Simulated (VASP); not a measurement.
# YbC (Pm-3m) in VASP: further runs, part 2 of 2

VASP 6.6.1. The steps go on from the part before.

**3. Single point, PBEsol, collinear spin (12.78 Å³/atom)**

This run uses another cell than the first one, of 12.78 Å³/atom.

File INCAR:

```
  ALGO = Normal
  EDIFF = 1E-6
  ENCUT = 520
  GGA = PS
  ISIF = 2
  ISMEAR = 0
  ISPIN = 2
  LASPH = True
  LCHARG = False
  LMAXMIX = 6
  LORBIT = 11
  LREAL = False
  LWAVE = False
  MAGMOM = 0.05 0
  NBANDS = 25
  NELM = 150
  PREC = Accurate
  SIGMA = 0.05
```

File KPOINTS:

```
k-points
0
Gamma
  10 10 10
```

File POSCAR:

```
YbC
1.0
    2.9459872708      0.0000000000      0.0000000000
    0.0000000000      2.9459872708      0.0000000000
    0.0000000000      0.0000000000      2.9459872708
Yb C
1 1
Direct
    0.0000000000      0.0000000000      0.0000000000
    0.5000000000      0.5000000000      0.5000000000
```

Potentials or basis: VASP PAW PBE potentials, release 64 (Yb, C).

The run is started by

```bash
> cat potpaw_PBE.64/Yb/POTCAR potpaw_PBE.64/C/POTCAR > POTCAR
> mpirun -np 1 vasp_std > vasp.out
```

OUTCAR:

```text
EDIFF = 1E-6
   ENCUT = 520
   GGA = PS
   ISIF = 2
   ISMEAR = 0
   ISPIN = 2
   LASPH = True
   LORBIT = 11
   LREAL = False
   NELM = 150
   PREC = Accurate

 ion  position               nearest neighbor table
   1  0.000  0.000  0.000-   2 2.55   2 2.55   2 2.55   2 2.55   2 2.55   2 2.55   2 2.55   2 2.55

   2  0.500  0.500  0.500-   1 2.55   1 2.55   1 2.55   1 2.55   1 2.55   1 2.55   1 2.55   1 2.55

  LATTYP: Found a simple cubic cell.
 ALAT       =     2.9459872708

  Lattice vectors:

 A1 = (   2.9459872708,   0.0000000000,   0.0000000000)
 A2 = (   0.0000000000,   2.9459872708,   0.0000000000)
 A3 = (   0.0000000000,   0.0000000000,   2.9459872708)

Analysis of symmetry for initial positions (statically):
=====================================================================
 Subroutine PRICEL returns:
 Original cell was already a primitive cell.

 Routine SETGRP: Setting up the symmetry group for a
 simple cubic supercell.

[... 868 lines left out ...]
 k-point     1 :       0.0000    0.0000    0.0000
  band No.  band energies     occupation
      1     -47.1019      1.00000
      2     -18.7292      1.00000
      3     -18.7292      1.00000
      4     -18.7292      1.00000
      5      -7.5551      1.00000
      6       3.2883      1.00000
[... 661 lines left out ...]
     24      23.0803      0.00000
     25      23.6411      0.00000

 [... further k-points ...]
[... 5 lines left out ...]
  --------------------------------------------------------------------------------------
  -------------------------------------------------------------------------------------
  Total        0.8751056      0.8751056      0.8751056      0.0000000      0.0000000      0.0000000
  in kB       54.8376036     54.8376036     54.8376036      0.0000000      0.0000000      0.0000000
  external PRESSURE =      54.8376036 kB  Pullay stress =       0.0000000 kB

 VOLUME and BASIS-vectors are now :
 -----------------------------------------------------------------------------
  energy-cutoff  :      520.00
  volume of cell :       25.57
      direct lattice vectors                 reciprocal lattice vectors
     2.945987271  0.000000000  0.000000000     0.339444780  0.000000000  0.000000000
     0.000000000  2.945987271  0.000000000     0.000000000  0.339444780  0.000000000
     0.000000000  0.000000000  2.945987271     0.000000000  0.000000000  0.339444780

 POSITION                                       TOTAL-FORCE (eV/Angst)
 -----------------------------------------------------------------------------------
      0.00000      0.00000      0.00000         0.000000      0.000000      0.000000
      1.47299      1.47299      1.47299         0.000000      0.000000      0.000000
 -----------------------------------------------------------------------------------
    total drift:                                0.000000      0.000000      0.000000

  FREE ENERGIE OF THE ION-ELECTRON SYSTEM (eV)
  ---------------------------------------------------
  free  energy   TOTEN  =       -12.4054256521 eV

  energy  without entropy=      -12.4035484332  energy(sigma->0) =      -12.40448704

 total charge

# of ion       s       p       d       f       tot
--------------------------------------------------
    1        2.185   6.149   0.686  13.427  22.447
    2        0.901   1.329   0.000   0.000   2.231
--------------------------------------------------
tot          3.086   7.478   0.686  13.427  24.678

 magnetization (x)

# of ion       s       p       d       f       tot
--------------------------------------------------
    1       -0.000   0.000  -0.000  -0.000  -0.000
    2        0.000   0.000   0.000   0.000   0.000
--------------------------------------------------
tot         -0.000   0.000  -0.000  -0.000   0.000
```

OSZICAR:

```text
N       E                     dE             d eps       ncg     rms          rms(c)
DAV:   1     0.141311833372E+03    0.14131E+03   -0.92046E+03  7993   0.750E+03
[... 25 lines left out ...]
DAV:  27    -0.124055100181E+02    0.17213E-03   -0.70734E-05  7614   0.314E-01    0.297E+00
DAV:  28    -0.124054900376E+02    0.19981E-04   -0.63634E-05  9170   0.150E-01    0.183E+00
DAV:  29    -0.124054937319E+02   -0.36944E-05   -0.22567E-05  8484   0.739E-02    0.133E+00
DAV:  30    -0.124054577438E+02    0.35988E-04   -0.69429E-06  7721   0.157E-01    0.819E-01
DAV:  31    -0.124054344534E+02    0.23290E-04   -0.11902E-05  7952   0.183E-01    0.456E-01
DAV:  32    -0.124054263852E+02    0.80682E-05   -0.72394E-06  7362   0.144E-01    0.145E-01
DAV:  33    -0.124054256521E+02    0.73306E-06   -0.72958E-07  4494   0.398E-02
   1 F= -.12405426E+02 E0= -.12404487E+02  d E =-.187722E-02  mag=     0.0000
```

stdout:

```text
POSCAR found type information on POSCAR YbC
 POSCAR found :  2 types and       2 ions
 scaLAPACK will be used
 -----------------------------------------------------------------------------
|                                                                             |
|                                                                             |
|     You enforced a specific xc type in the INCAR file but a different       |
|     I HOPE YOU KNOW WHAT YOU ARE DOING!                                     |
|                                                                             |
 -----------------------------------------------------------------------------

 LDA part: xc-table for (Slater+PW92), standard interpolation
 POSCAR, INCAR and KPOINTS ok, starting setup
 FFT: planning ... GRIDC
 FFT: planning ... GRID_SOFT
 FFT: planning ... GRID
 WAVECAR not read
 entering main loop
```

Run time: 4.9 min. Hardware: 1 thread of Intel Xeon 8259CL, shared host; peak memory 0.21 GiB.

What came out:

* Free energy: -12.4054 eV
* Pressure: 5.5 GPa
* Band gap on the k mesh: zero (filled and empty bands overlap)
* Net moment: 0.00 μB per cell
* Valence electrons inside the program's atomic spheres: Yb 22.45; C 2.23

Levels at points of the mesh, in eV from the Fermi level:
Spin up:
| k point | band 11 | band 12 | band 13 | band 14 | band 15 | band 16 | band 17 | band 18 |
| --- | --- | --- | --- | --- | --- | --- | --- | --- |
| (0.00, 0.00, 0.00) | -0.76 | -0.70 | 0.29 | 0.29 | 1.73 | 1.73 | 1.73 | 7.59 |
| (0.50, 0.00, 0.00) | -0.72 | -0.52 | -0.52 | -0.19 | -0.19 | 1.75 | 8.79 | 9.97 |
| (0.50, 0.50, 0.00) | -0.57 | -0.50 | -0.33 | -0.33 | 1.20 | 2.33 | 5.62 | 5.62 |
| (0.50, 0.50, 0.50) | -0.71 | -0.60 | -0.60 | -0.60 | -0.50 | 10.97 | 10.97 | 10.97 |
Spin down:
```
           k point  band 11  band 12  band 13  band 14  band 15  band 16  band 17  band 18
(0.00, 0.00, 0.00)    -0.76    -0.70     0.29     0.29     1.73     1.73     1.73     7.59
(0.50, 0.00, 0.00)    -0.72    -0.52    -0.52    -0.19    -0.19     1.75     8.79     9.97
(0.50, 0.50, 0.00)    -0.57    -0.50    -0.33    -0.33     1.20     2.33     5.62     5.62
(0.50, 0.50, 0.50)    -0.71    -0.60    -0.60    -0.60    -0.50    10.97    10.97    10.97
```

Caveat: the cell stands under pressure; the PAW data sets were made with another functional, which shifts forces and pressure a little; spin-orbit coupling is left out, which moves the levels of the heavy elements.

**4. Single point, PBEsol, collinear spin (13.05 Å³/atom)**

This run uses another cell than the first one, of 13.05 Å³/atom.

File INCAR:

```
  PREC = Accurate
  ENCUT = 520
  EDIFF = 1E-6
  ISMEAR = 0
  SIGMA = 0.05
  LREAL = False
  LASPH = True
  NELM = 150
  ALGO = Normal
  ISIF = 2
  LWAVE = False
  LCHARG = True
  ISPIN = 2
  MAGMOM = 0.05 0
  LORBIT = 11
  LMAXMIX = 6
  GGA = PS
  LELF = True
  LVHAR = True
  NBANDS = 25
```

File KPOINTS:

```
Automatic mesh
0
Gamma
  10 10 10
```

File POSCAR:

```
YbC
1.0
    2.9663050664      0.0000000000      0.0000000000
    0.0000000000      2.9663050664      0.0000000000
    0.0000000000      0.0000000000      2.9663050664
Yb C
1 1
Direct
    0.0000000000      0.0000000000      0.0000000000
    0.5000000000      0.5000000000      0.5000000000
```

The run is started by

```bash
> cat potpaw_PBE.64/Yb/POTCAR potpaw_PBE.64/C/POTCAR > POTCAR
> mpirun -np 1 vasp_std > vasp.out
```

Run time: 4.7 min. Hardware: 1 thread of Intel Xeon 8259CL, shared host; peak memory 0.21 GiB.

It converged, with:

```
Free energy                                           : -12.4202 eV
Pressure                                              : 2.9 GPa
Band gap on the k mesh                                : zero (filled and empty bands overlap)
Net moment                                            : 0.00 μB per cell
Valence electrons inside the program's atomic spheres : Yb 22.41; C 2.22
```

Levels at points of the mesh, in eV from the Fermi level:
Spin up:
| k point | band 12 | band 13 | band 14 | band 15 | band 16 | band 17 |
| --- | --- | --- | --- | --- | --- | --- |
| (0.00, 0.00, 0.00) | -0.69 | 0.34 | 0.34 | 1.67 | 1.67 | 1.67 |
| (0.50, 0.00, 0.00) | -0.52 | -0.52 | -0.17 | -0.17 | 1.78 | 8.63 |
| (0.50, 0.50, 0.00) | -0.50 | -0.35 | -0.35 | 1.19 | 2.28 | 5.58 |
| (0.50, 0.50, 0.50) | -0.59 | -0.59 | -0.59 | -0.51 | 10.71 | 10.71 |
Spin down:
```csv
k point,band 10,band 11,band 12,band 13,band 14,band 15,band 16,band 17,band 18,band 19
"(0.00, 0.00, 0.00)",-0.75,-0.75,-0.69,0.34,0.34,1.67,1.67,1.67,7.28,9.07
"(0.50, 0.00, 0.00)",-0.71,-0.71,-0.52,-0.52,-0.17,-0.17,1.78,8.63,9.82,10.00
"(0.50, 0.50, 0.00)",-0.70,-0.56,-0.50,-0.35,-0.35,1.19,2.28,5.58,5.58,6.17
"(0.50, 0.50, 0.50)",-0.70,-0.70,-0.59,-0.59,-0.59,-0.51,10.71,10.71,10.71,10.85
```

Caveat: the PAW data sets were made with another functional, which shifts forces and pressure a little; spin-orbit coupling is left out, which moves the levels of the heavy elements.

**5. Single point, PBEsol, collinear spin (13.58 Å³/atom)**

This run uses another cell than the first one, of 13.58 Å³/atom.

File INCAR:

```
PREC = Accurate
ENCUT = 520
EDIFF = 1E-7
ISMEAR = 0
SIGMA = 0.05
LREAL = F
LASPH = T
NELM = 150
ALGO = Normal
ISIF = 2
LWAVE = F
LCHARG = F
ISPIN = 2
MAGMOM = 0.05 0
LORBIT = 11
LMAXMIX = 6
GGA = PS
NBANDS = 25
```

KPOINTS is that of step 4.

File POSCAR:

```
YbC
1.0
    3.0061259935      0.0000000000      0.0000000000
    0.0000000000      3.0061259935      0.0000000000
    0.0000000000      0.0000000000      3.0061259935
Yb C
1 1
Direct
    0.0000000000      0.0000000000      0.0000000000
    0.5000000000      0.5000000000      0.5000000000
```

Potentials or basis: VASP PAW PBE potentials, release 64 (Yb, C).

The run is started by

```bash
> cat potpaw_PBE.64/Yb/POTCAR potpaw_PBE.64/C/POTCAR > POTCAR
> mpirun -np 1 vasp_std > vasp.out
```

OUTCAR:

```text
PREC = Accurate
   ENCUT = 520
   EDIFF = 1E-7
   ISMEAR = 0
   LREAL = F
   LASPH = T
   NELM = 150
   ISIF = 2
   ISPIN = 2
   LORBIT = 11
   GGA = PS

 ion  position               nearest neighbor table
   1  0.000  0.000  0.000-   2 2.60   2 2.60   2 2.60   2 2.60   2 2.60   2 2.60   2 2.60   2 2.60

   2  0.500  0.500  0.500-   1 2.60   1 2.60   1 2.60   1 2.60   1 2.60   1 2.60   1 2.60   1 2.60

  LATTYP: Found a simple cubic cell.
 ALAT       =     3.0061259935

  Lattice vectors:

[... 1563 lines left out ...]

 VOLUME and BASIS-vectors are now :
 -----------------------------------------------------------------------------
  energy-cutoff  :      520.00
  volume of cell :       27.17
      direct lattice vectors                 reciprocal lattice vectors
     3.006125993  0.000000000  0.000000000     0.332654054  0.000000000  0.000000000
     0.000000000  3.006125993  0.000000000     0.000000000  0.332654054  0.000000000
     0.000000000  0.000000000  3.006125993     0.000000000  0.000000000  0.332654054

 POSITION                                       TOTAL-FORCE (eV/Angst)
 -----------------------------------------------------------------------------------
      0.00000      0.00000      0.00000         0.000000      0.000000      0.000000
      1.50306      1.50306      1.50306         0.000000      0.000000      0.000000
 -----------------------------------------------------------------------------------
    total drift:                                0.000000      0.000000      0.000000

  FREE ENERGIE OF THE ION-ELECTRON SYSTEM (eV)
  ---------------------------------------------------
  free  energy   TOTEN  =       -12.4233530665 eV

  energy  without entropy=      -12.4209959523  energy(sigma->0) =      -12.42217451

 total charge

# of ion       s       p       d       f       tot
--------------------------------------------------
    1        2.176   6.119   0.616  13.434  22.345
    2        0.901   1.301   0.000   0.000   2.202
--------------------------------------------------
tot          3.077   7.420   0.616  13.434  24.547

 magnetization (x)

# of ion       s       p       d       f       tot
--------------------------------------------------
    1       -0.000   0.000  -0.000  -0.000  -0.000
    2       -0.000   0.000   0.000   0.000   0.000
--------------------------------------------------
tot         -0.000   0.000  -0.000  -0.000  -0.000
```

Wall time 4.8 min (1 thread of Intel Xeon 8259CL, shared host); peak memory 0.21 GiB.

What came out:

```yaml
Free_energy: -12.4234 eV
Pressure: -2.0 GPa
Band_gap_on_the_k_mesh: zero (filled and empty bands overlap)
Net_moment: 0.00 μB per cell
Valence_electrons_inside_the_program's_atomic_spheres: Yb 22.34; C 2.20
```

Caveat: the PAW data sets were made with another functional, which shifts forces and pressure a little; spin-orbit coupling is left out, which moves the levels of the heavy elements.

**6. The runs side by side**

| spin | cell | gap on the mesh (eV) | pressure (GPa) | moment (μB) |
| --- | --- | --- | --- | --- |
| collinear, ferromagnetic start | a = 2.938 Å, 2 atoms | none | 7.0 | 0.00 |
| collinear | a = 2.946 Å, 2 atoms | none | 5.5 | 0.00 |
| collinear | a = 2.966 Å, 2 atoms | none | 2.9 | 0.00 |
| collinear | a = 3.006 Å, 2 atoms | none | -2.0 | 0.00 |

Alike in all rows: task single point; level PBEsol; potentials or basis VASP PAW PBE potentials, release 64 (Yb, C); k mesh 10 × 10 × 10; cutoff (eV) 520; smearing gaussian 0.05 eV.

Caveats: the PAW data sets were made with another functional, which shifts forces and pressure a little; spin-orbit coupling is left out, which moves the levels of the heavy elements; the cell stands under pressure (at least some runs).

Absolute energies hang on the potentials; compare differences alone.
